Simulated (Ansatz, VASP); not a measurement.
# AlN in VASP and in Ansatz

Contents of INCAR:

```
ALGO = Normal
EDIFF = 1E-6
ENCUT = 520
GGA = PE
ISIF = 2
ISMEAR = 0
LASPH = T
LCHARG = F
LREAL = F
LWAVE = F
NBANDS = 11
NELM = 80
PREC = Accurate
SIGMA = 0.05
```

Contents of KPOINTS:

```
k-points
0
Gamma
  10 10 10
```

Contents of POSCAR:

```
AlN
1.0
    0.0000000000      2.1839935596      2.1839935596
    2.1839935596      0.0000000000      2.1839935596
    2.1839935596      2.1839935596      0.0000000000
Al N
1 1
Direct
   -0.0566593643      0.0566593643      0.0000000000
    0.7500000000      0.7500000000      0.7500000000
```

Input for Ansatz:

```yaml
crystal:
  lattice:
    - [0.0, 2.1839935596, 2.1839935596]
    - [2.1839935596, 0.0, 2.1839935596]
    - [2.1839935596, 2.1839935596, 0.0]
  atoms:
    - { symbol: Al, position: [-0.0566593643, 0.0566593643, 0.0] }
    - { symbol: "N", position: [0.75, 0.75, 0.75] }
basis:
  ecutwfc: 420
kpoints:
  mp_grid: { grid: [10, 10, 10] }
hamiltonian:
  xc: pbe
scf:
  occupations: { method: gaussian, width: 0.05 }
output:
  forces: true
  stress: true
  eigenvalues: true
```

Change from the starting cell: all Al atoms moved +0.175 Å, as atom 1 along Cartesian [1 -1 0].

Alike in both runs: task single point; functional PBE; k mesh 10 × 10 × 10; occupations gaussian, width 0.05 eV; no spin polarisation.

|  | VASP | Ansatz |
| --- | --- | --- |
| version | VASP 6.6.1 | Ansatz 0.2.0 |
| potentials or method | VASP PAW PBE potentials, release 64 (Al, N), cutoff 520 eV | scalar-relativistic, plane waves, PAW |
| valence electrons in the cell | 8 | 8 |

|  | VASP | Ansatz | Ansatz less VASP |
| --- | --- | --- | --- |
| gap on the k mesh at the Fermi level (eV) | 2.86 | 2.87 | +0.010 |
| least direct gap on the mesh (eV) | 3.70 | 3.69 | -0.009 |
| pressure (GPa) | 8.5 | 8.7 | +0.21 |
| traceless stress, the component that is largest in VASP (GPa) | 9.67 | 9.60 | -0.068 |
| rms of the force components (eV/Å) | 1.661 | 1.652 | -0.0085 |

Atom by atom the forces differ by 0.009 eV/Å (rms over components). With one functional, cell and mesh, what is left measures potentials, basis and numerics.
